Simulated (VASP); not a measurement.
# HfH2 (I4/mmm) in VASP: notebook

HfH2 is run at these levels: PBEsol; tasks: single point.

Everything below comes from runs of VASP 6.6.1. Logs are shortened: lines on timing, memory, paths and dates and some standing lists are left out, and cuts for length are marked.

## Step 1: The cell of the first run

Symmetry: I4/mmm, No. 139, tetragonal system. Conventional cell: a = 3.244 Å, b = 3.244 Å, c = 3.482 Å, α = 90.00°, β = 90.00°, γ = 90.00°. Within 2.4 Å of Hf (site symmetry 4/mmm) lie 8 H at 1.84 Å. H (site symmetry -4m2) has 6 H at 1.74 to 2.29 Å and 4 Hf at 1.84 Å within 2.3 Å.

## Step 2: Single point, PBEsol

INCAR

```
SYSTEM = HfH2
  PREC = Accurate
  ENCUT = 520
  EDIFF = 1E-6
  ISMEAR = 0
  SIGMA = 0.1
  LREAL = .False.
  LASPH = .True.
  NELM = 100
  ALGO = Normal
  ISIF = 2
  LWAVE = .False.
  LCHARG = .True.
  GGA = PS
  LELF = .True.
  LVHAR = .True.
  NBANDS = 13
```

KPOINTS

```
Automatic mesh
0
Gamma
  18 18 18
  0 0 0
```

POSCAR

```
HfH2
1.0
   -1.6217955496      1.6217955496      1.7408563023
    1.6217955496     -1.6217955496      1.7408563023
    1.6217955496      1.6217955496     -1.7408563023
Hf H
1 2
Direct
    0.0000000000      0.0000000000      0.0000000000
    0.7500000000      0.2500000000      0.5000000000
    0.2500000000      0.7500000000      0.5000000000
```

Potentials or basis: VASP PAW PBE potentials, release 64 (Hf_pv, H).

The run is started by

```sh
$ cat potpaw_PBE.64/Hf_pv/POTCAR potpaw_PBE.64/H/POTCAR > POTCAR
$ mpirun -np 1 vasp_std > vasp.out
```

OUTCAR:

```text
SYSTEM = HfH2
   PREC = Accurate
   ENCUT = 520
   EDIFF = 1E-6
   ISMEAR = 0
   LREAL = .False.
   LASPH = .True.
   NELM = 100
   ISIF = 2
   GGA = PS

 ion  position               nearest neighbor table
   1  0.000  0.000  0.000-   2 1.84   3 1.84   2 1.84   3 1.84   2 1.84   3 1.84   2 1.84   3 1.84

   2  0.750  0.250  0.500-   1 1.84   1 1.84   1 1.84   1 1.84
   3  0.250  0.750  0.500-   1 1.84   1 1.84   1 1.84   1 1.84

  LATTYP: Found a body centered tetragonal cell.
 ALAT       =     3.2435910992
 C/A-ratio  =     1.0734129236

  Lattice vectors:

 A1 = (  -1.6217955496,   1.6217955496,   1.7408563023)
 A2 = (   1.6217955496,  -1.6217955496,   1.7408563023)
 A3 = (   1.6217955496,   1.6217955496,  -1.7408563023)

Analysis of symmetry for initial positions (statically):
=====================================================================
 Subroutine PRICEL returns:
 Original cell was already a primitive cell.

 Routine SETGRP: Setting up the symmetry group for a
 body centered tetragonal supercell.

 Subroutine GETGRP returns: Found 16 space group operations
 (whereof 16 operations were pure point group operations)
 out of a pool of 16 trial point group operations.

The static configuration has the point symmetry D_4h.

Analysis of symmetry for dynamics (positions and initial velocities):
=====================================================================
 Subroutine PRICEL returns:
 Original cell was already a primitive cell.

 Routine SETGRP: Setting up the symmetry group for a
 body centered tetragonal supercell.

 Subroutine GETGRP returns: Found 16 space group operations
 (whereof 16 operations were pure point group operations)
 out of a pool of 16 trial point group operations.

The dynamic configuration has the point symmetry D_4h.

 Subroutine INISYM returns: Found 16 space group operations
 (whereof 16 operations are pure point group operations),
 and found     1 'primitive' translations

----------------------------------------------------------------------------------------

                                     Primitive cell

  volume of cell :      18.3153

  direct lattice vectors                    reciprocal lattice vectors
    -1.621795550  1.621795550  1.740856302     0.000000000  0.308300266  0.287214975
     1.621795550 -1.621795550  1.740856302     0.308300266  0.000000000  0.287214975
     1.621795550  1.621795550 -1.740856302     0.308300266  0.308300266  0.000000000

  length of vectors
     2.879413530  2.879413530  2.879413530     0.421356733  0.421356733  0.436002418

  position of ions in fractional coordinates (direct lattice)
     0.000000000  0.000000000  0.000000000
     0.750000000  0.250000000  0.500000000
     0.250000000  0.750000000  0.500000000

  ion indices of the primitive-cell ions
   primitive index   ion index
                 1           1
                 2           2
                 3           3

----------------------------------------------------------------------------------------

 KPOINTS: Automatic mesh

Automatic generation of k-mesh.
 Grid dimensions read from file:
 generate k-points for:   18   18   18

 Generating k-lattice:

  Cartesian coordinates                     Fractional coordinates (reciprocal lattice)
     0.000000000  0.017127793  0.015956388     0.055555556 -0.000000000  0.000000000
     0.017127793  0.000000000  0.015956388    -0.000000000  0.055555556  0.000000000
     0.017127793  0.017127793  0.000000000     0.000000000  0.000000000  0.055555556

  Length of vectors
     0.023408707  0.023408707  0.024222357

  Shift w.r.t. Gamma in fractional coordinates (k-lattice)
     0.000000000  0.000000000  0.000000000

 Subroutine IBZKPT returns following result:
 ===========================================

 Found    480 irreducible k-points:

 Following reciprocal coordinates:
            Coordinates               Weight
  0.000000  0.000000  0.000000      1.000000
  0.055556 -0.000000  0.000000      8.000000
  0.111111 -0.000000  0.000000      8.000000
  0.166667 -0.000000  0.000000      8.000000
  0.222222  0.000000  0.000000      8.000000
  0.277778  0.000000  0.000000      8.000000
[... 16 lines left out ...]
 -0.277778  0.055556  0.000000     16.000000
 -0.222222  0.055556  0.000000     16.000000
 [... further k-points ...]
   k-points           NKPTS =    480   k-points in BZ     NKDIM =    480   number of bands    NBANDS=     13
   number of dos      NEDOS =    301   number of ions     NIONS =      3
   total plane-waves  NPLWV =  13824
   dimension x,y,z NGX =    24 NGY =   24 NGZ =   24
   dimension x,y,z NGXF=    48 NGYF=   48 NGZF=   48
   ions per type =               1   2
   NGX,Y,Z   is equivalent  to a cutoff of  13.86, 13.86, 13.86 a.u.
   NGXF,Y,Z  is equivalent  to a cutoff of  27.71, 27.71, 27.71 a.u.
 SYSTEM =  HfH2
   PREC   = accura    normal or accurate (medium, high low for compatibility)
   ISTART =      0    job   : 0-new  1-cont  2-samecut
   ICHARG =      2    charge: 1-file 2-atom 10-const
   ISPIN  =      1    spin polarized calculation?
   LNONCOLLINEAR =      F non collinear calculations
   LSORBIT =      F    spin-orbit coupling
   LASPH  =      T    aspherical Exc in radial PAW
   ENCUT  =  520.0 eV  38.22 Ry    6.18 a.u.   5.35  5.35  5.35*2*pi/ulx,y,z
   NELM   =    100;   NELMIN=  2; NELMDL= -5     # of ELM steps
   EDIFF  = 0.1E-05   stopping-criterion for ELM
   LREAL  =      F    real-space projection
   EDIFFG = 0.1E-04   stopping-criterion for IOM
   NSW    =      0    number of steps for IOM
   IBRION =     -1    ionic relax: 0-MD 1-quasi-New 2-CG
   NFREE  =      0    steps in history (QN), initial steepest desc. (CG)
   ISIF   =      2    stress and relaxation
   ISYM   =      2    0-nonsym 1-usesym 2-fastsym
   POTIM  = 0.5000    time-step for ionic-motion
   TEBEG  =    0.0;   TEEND  =   0.0 temperature during run
   PSTRESS=    0.0 pullay stress
   NELECT =      12.0000    total number of electrons
   NUPDOWN=      -1.0000    fix difference up-down
   EMIN   =  10.00;   EMAX   =-10.00  energy-range for DOS
   EFERMI =   0.00;   METHOD = LEGACY
   ISMEAR =     0;   SIGMA  =   0.10  broadening in eV -4-tet -1-fermi 0-gaus
   EFERMI_NEDOS =   21; number of points for ismear=-14 and -15
   IALGO  =     38    algorithm
   IMIX   =      4    mixing-type and parameters
     AMIX     =   0.40;   BMIX     =  1.00
     AMIX_MAG =   1.60;   BMIX_MAG =  1.00
  volume/ion in A,a.u.               =       6.11        41.20
  Fermi-wavevector in a.u.,A,eV,Ry     =   1.421882  2.686967 27.507555  2.021748
  Thomas-Fermi vector in A             =   2.542645
   LORBIT       =      0    0 simple, 1 ext, 2 COOP (PROOUT), +10 PAW based schemes
   GGA     = PS    functional components
   LHFCALC =     F    Hartree Fock is set to
   AEXX    =    0.0000 exact exchange contribution
   IVDW    =     0    specifies the selected vdW correction
   LEPSILON=     F    determine dielectric tensor
   LRPA    =     F    only Hartree local field effects (RPA)
 non-spin polarized calculation
 Gauss-broadening in eV      SIGMA  =   0.10
  energy-cutoff  :      520.00
  volume of cell :       18.32
 maximum number of plane-waves:       510
 NGX is ok and might be reduce to    24
   NGX = 11   NGY = 11   NGZ = 11

 number of electron      11.9999999 magnetization

 Free energy of the ion-electron system (eV)
  ---------------------------------------------------
  ext. energy  EPLUGINS =         0.00000000
  ---------------------------------------------------
  free energy    TOTEN  =       -17.24705163 eV

  energy without entropy =      -17.24521131  energy(sigma->0) =      -17.24613147

 E-fermi :   7.7969     XC(G=0): -13.3060

 val. band max:        7.7881817025   @ k =  -0.1667   0.4444   0.1111
 cond. band min:       7.7968999597   @ k =  -0.2222  -0.2778   0.1667
 fundamental gap:      0.0087182572
 Fermi energy:         7.7968741973

 k-point     1 :       0.0000    0.0000    0.0000
  band No.  band energies     occupation
      1     -21.6875      2.00000
      2     -21.6875      2.00000
      3     -21.5572      2.00000
      4      -5.3620      2.00000
      5       7.4687      2.00000
      6       7.4687      2.00000
      7       7.6908      1.86641
      8       9.0346      0.00000
      9       9.6507      0.00000
     10      11.7015      0.00000
     11      20.3494      0.00000
     12      20.3494      0.00000
     13      21.7566      0.00000

 k-point     2 :       0.0556   -0.0000    0.0000
  band No.  band energies     occupation
      1     -21.7339      2.00000
      2     -21.7032      2.00000
      3     -21.5800      2.00000
      4      -5.2161      2.00000
      5       6.3579      2.00000
      6       7.4976      1.99998
      7       8.2758      0.00000
      8       9.0361      0.00000
      9      10.3474      0.00000
     10      11.6307      0.00000
     11      20.6204      0.00000
     12      20.6442      0.00000
     13      21.7561      0.00000

 k-point     3 :       0.1111   -0.0000    0.0000
  band No.  band energies     occupation
      1     -21.9056      2.00000
      2     -21.7480      2.00000
      3     -21.6029      2.00000
      4      -4.8014      2.00000
      5       5.0810      2.00000
      6       7.4785      1.99999
      7       8.6445      0.00000
      8       9.1769      0.00000
      9      11.1943      0.00000
     10      12.0450      0.00000
     11      21.2545      0.00000
     12      21.3977      0.00000
     13      21.7561      0.00000
[... 305 lines left out ...]
 k-point    23 :      -0.2778    0.0556    0.0000
  band No.  band energies     occupation
      1     -22.7093      2.00000
      2     -21.9451      2.00000
      3     -21.6504      2.00000
      4      -3.0103      2.00000
      5       2.8535      2.00000
      6       6.6747      2.00000
      7       9.6556      0.00000
      8      10.6469      0.00000
      9      11.3891      0.00000
     10      15.6961      0.00000
     11      20.1825      0.00000
     12      21.7377      0.00000
     13      23.0522      0.00000

 k-point    24 :      -0.2222    0.0556    0.0000
  band No.  band energies     occupation
      1     -22.3944      2.00000
      2     -21.8534      2.00000
      3     -21.6409      2.00000
      4      -3.6852      2.00000
      5       3.4422      2.00000
      6       7.1093      2.00000
      7       9.4961      0.00000
      8       9.8818      0.00000
      9      10.9204      0.00000
     10      14.3710      0.00000
     11      20.9240      0.00000
     12      21.7597      0.00000
     13      23.2708      0.00000

 [... further k-points ...]

------------------------ aborting loop because EDIFF is reached ----------------------------------------

  FORCE on cell =-STRESS in cart. coord.  units (eV):
  Direction    XX          YY          ZZ          XY          YZ          ZX
  --------------------------------------------------------------------------------------
  -------------------------------------------------------------------------------------
  Total       10.3074805     10.3074805     10.2977415      0.0000000      0.0000000      0.0000000
  in kB      901.6707510    901.6707510    900.8188052      0.0000000      0.0000000      0.0000000
  external PRESSURE =     901.3867691 kB  Pullay stress =       0.0000000 kB

 VOLUME and BASIS-vectors are now :
 -----------------------------------------------------------------------------
  energy-cutoff  :      520.00
  volume of cell :       18.32
      direct lattice vectors                 reciprocal lattice vectors
    -1.621795550  1.621795550  1.740856302     0.000000000  0.308300266  0.287214975
     1.621795550 -1.621795550  1.740856302     0.308300266  0.000000000  0.287214975
     1.621795550  1.621795550 -1.740856302     0.308300266  0.308300266  0.000000000

 POSITION                                       TOTAL-FORCE (eV/Angst)
 -----------------------------------------------------------------------------------
      0.00000      0.00000      0.00000        -0.000000      0.000000      0.000000
     -0.00000      1.62180      0.87043         0.000000     -0.000000     -0.000000
      1.62180     -0.00000      0.87043        -0.000000      0.000000     -0.000000
 -----------------------------------------------------------------------------------
    total drift:                               -0.000000      0.000000      0.000000

  FREE ENERGIE OF THE ION-ELECTRON SYSTEM (eV)
  ---------------------------------------------------
  free  energy   TOTEN  =       -17.2470516271 eV

  energy  without entropy=      -17.2452113132  energy(sigma->0) =      -17.24613147
```

Wall time 53 s (1 thread of AMD EPYC 9R45 (Zen 5), shared host); peak memory 0.21 GiB.

Results:

| Item | Value |
| --- | --- |
| Free energy | -17.2471 eV |
| Pressure | 90.1 GPa |
| Band gap on the k mesh | zero (bands 6 and 7 overlap by 1.98 eV) |

Levels at points of the mesh, in eV from the Fermi level:
| k point | band 2 | band 3 | band 4 | band 5 | band 6 | band 7 | band 8 | band 9 | band 10 | band 11 |
| --- | --- | --- | --- | --- | --- | --- | --- | --- | --- | --- |
| (0.00, 0.00, 0.00) | -29.48 | -29.35 | -13.16 | -0.33 | -0.33 | -0.11 | 1.24 | 1.85 | 3.90 | 12.55 |
| (0.50, 0.00, 0.00) | -29.98 | -29.43 | -10.11 | -4.29 | -2.15 | 2.69 | 4.93 | 5.65 | 8.54 | 11.49 |
| (0.50, 0.50, 0.00) | -29.96 | -29.60 | -7.12 | -5.60 | -5.54 | 4.81 | 4.91 | 8.36 | 8.81 | 12.30 |
| (0.50, 0.50, 0.50) | -30.57 | -30.57 | -10.71 | -5.25 | -1.46 | 7.28 | 7.28 | 7.47 | 7.47 | 7.48 |

Caveat: the cell stands under pressure; the PAW data sets were made with another functional, which shifts forces and pressure a little; spin-orbit coupling is left out, which moves the levels of the heavy elements.

## Step 3: Single point, PBEsol

This run uses another cell than the first one, of 8.53 Å³/atom.

INCAR

```
PREC = Accurate ; ENCUT = 520
EDIFF = 1E-6 ; ISMEAR = 0
SIGMA = 0.1 ; LREAL = F
LASPH = T ; NELM = 60
ALGO = Normal ; ISIF = 2
LWAVE = F ; LCHARG = F
GGA = PS ; NBANDS = 13
```

KPOINTS

```
Automatic mesh
0
Gamma
  16 16 16
```

POSCAR

```
HfH2
1.0
   -1.7350627256      1.7350627256      2.1255275778
    1.7350627256     -1.7350627256      2.1255275778
    1.7350627256      1.7350627256     -2.1255275778
Hf H
1 2
Direct
    0.0000000000      0.0000000000      0.0000000000
    0.7500000000      0.2500000000      0.5000000000
    0.2500000000      0.7500000000      0.5000000000
```

Potentials or basis: VASP PAW PBE potentials, release 64 (Hf_pv, H).

The run is started by

```sh
$ cat potpaw_PBE.64/Hf_pv/POTCAR potpaw_PBE.64/H/POTCAR > POTCAR
$ mpirun -np 1 vasp_std > vasp.out
```

Run time: 43 s. Hardware: 1 thread of AMD EPYC 9R45 (Zen 5), shared host; peak memory 0.21 GiB.

It converged, with:

```yaml
Free_energy: -18.7897 eV
Pressure: -1.6 GPa
Band_gap_on_the_k_mesh: zero (bands 6 and 7 overlap by 1.21 eV)
```

Levels at points of the mesh, in eV from the Fermi level:
```tsv
k point	band 2	band 3	band 4	band 5	band 6	band 7	band 8	band 9	band 10	band 11
(0.00, 0.00, 0.00)	-30.83	-30.77	-11.44	-1.17	-0.50	-0.50	0.45	1.74	3.28	11.81
(0.50, 0.00, 0.00)	-30.97	-30.82	-8.50	-5.17	-0.97	0.73	3.79	4.60	5.09	6.64
(0.50, 0.50, 0.00)	-31.00	-30.93	-6.62	-5.81	-4.27	3.93	4.14	5.54	6.50	7.43
(0.50, 0.50, 0.50)	-31.14	-31.14	-7.94	-4.09	-3.90	4.75	4.85	4.85	5.56	5.56
```

Caveat: the PAW data sets were made with another functional, which shifts forces and pressure a little; spin-orbit coupling is left out, which moves the levels of the heavy elements.

## Step 4: Single point, PBEsol

This run uses another cell than the first one, of 6.80 Å³/atom.

Edit INCAR of step 3 so:

```diff
@@ -3,3 +3,3 @@
 SIGMA = 0.1 ; LREAL = F
-LASPH = T ; NELM = 60
+LASPH = T ; NELM = 80
 ALGO = Normal ; ISIF = 2
```

KPOINTS

```
Automatic mesh
0
Gamma
  18 18 18
```

POSCAR

```
HfH2
1.0
   -1.6519145937      1.6519145937      1.8694179735
    1.6519145937     -1.6519145937      1.8694179735
    1.6519145937      1.6519145937     -1.8694179735
Hf H
1 2
Direct
    0.0000000000      0.0000000000      0.0000000000
    0.7500000000      0.2500000000      0.5000000000
    0.2500000000      0.7500000000      0.5000000000
```

The run is started by

```sh
$ cat potpaw_PBE.64/Hf_pv/POTCAR potpaw_PBE.64/H/POTCAR > POTCAR
$ mpirun -np 1 vasp_std > vasp.out
```

Wall time 56 s (1 thread of AMD EPYC 9R45 (Zen 5), shared host); peak memory 0.22 GiB.

The run converged. Its results:

| Property | Result |
| --- | --- |
| Free energy | -18.1425 eV |
| Pressure | 49.7 GPa |
| Band gap on the k mesh | zero (bands 6 and 7 overlap by 1.69 eV) |

Stress tensor (GPa, compression positive):
```
49.72  0.00  0.00
 0.00 49.72  0.00
 0.00  0.00 49.63
```

Levels at points of the mesh, in eV from the Fermi level:
```tsv
k point	band 4	band 5	band 6	band 7	band 8	band 9
(0.00, 0.00, 0.00)	-12.61	-0.63	-0.46	-0.46	1.23	1.57
(0.50, 0.00, 0.00)	-9.57	-4.70	-1.66	1.81	4.57	5.19
(0.50, 0.50, 0.00)	-7.11	-5.72	-5.12	4.70	4.79	7.67
(0.50, 0.50, 0.50)	-9.69	-4.77	-2.60	6.44	6.44	6.46
```

Caveat: the cell stands under pressure; the PAW data sets were made with another functional, which shifts forces and pressure a little; spin-orbit coupling is left out, which moves the levels of the heavy elements.

## Step 5: Summary

| cell | k mesh | gap on the mesh (eV) | pressure (GPa) |
| --- | --- | --- | --- |
| a = 2.879 Å, angles 111.4, 111.4, 105.6°, 3 atoms | 18 × 18 × 18 | none | 90.1 |
| a = 3.246 Å, angles 115.4, 115.4, 98.2°, 3 atoms | 16 × 16 × 16 | none | -1.6 |
| a = 2.992 Å, angles 113.0, 113.0, 102.7°, 3 atoms | 18 × 18 × 18 | none | 49.7 |

Alike in all rows: task single point; level PBEsol; potentials or basis VASP PAW PBE potentials, release 64 (Hf_pv, H); no spin polarisation; cutoff (eV) 520; smearing gaussian 0.1 eV.

Caveats: the PAW data sets were made with another functional, which shifts forces and pressure a little; spin-orbit coupling is left out, which moves the levels of the heavy elements; the cell stands under pressure (at least some runs).

Absolute energies hang on the potentials; compare differences alone.

The gap in the log of VASP goes by the Fermi energy; the results here count the filled bands.